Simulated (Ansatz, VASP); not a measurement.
# Two plane-wave programs on Mg3ZnTe4

```
Mg Zn Te
1.0
     6.42900    0.00000    0.00000
     0.00000    6.42900    0.00000
     0.00000    0.00000    6.42900
Mg Zn Te
3 1 4
Direct
  0.50000 0.00000 0.00000
  0.00000 0.00000 0.50000
  0.00000 0.50000 0.00000
  0.50000 0.50000 0.50000
  0.25727 0.74273 0.25727
  0.25727 0.25727 0.74273
  0.74273 0.74273 0.74273
  0.74273 0.25727 0.25727
```

Alike in both runs: functional PBE; k mesh 4 × 4 × 4; occupations gaussian, width 0.02 eV; no spin polarisation.

Ansatz relaxed the structure, and its values are those at the end. VASP's run is a single point on that final structure, the one shown.

```csv
,VASP,Ansatz
version,VASP 6.6.1,Ansatz 0.2.0
potentials or method,"VASP PAW PBE potentials, release 64 (Mg, Zn, Te), cutoff 520 eV","scalar-relativistic, plane waves, PAW"
valence electrons in the cell,42,106
```

Ansatz gave:

```
gap on the k mesh at the Fermi level (eV) : 1.81
least direct gap on the mesh (eV)         : 1.81
pressure (GPa)                            : 0.0
```

**Question.** What did VASP give for the same quantities?

**Answer.** gap on the k mesh at the Fermi level (eV): 1.80; least direct gap on the mesh (eV): 1.80; pressure (GPa): 0.0.

VASP's potentials hold 42 valence electrons a cell and Ansatz's 106, so a difference there can come from the potentials and not from the codes.

Neither program's run includes spin-orbit coupling.
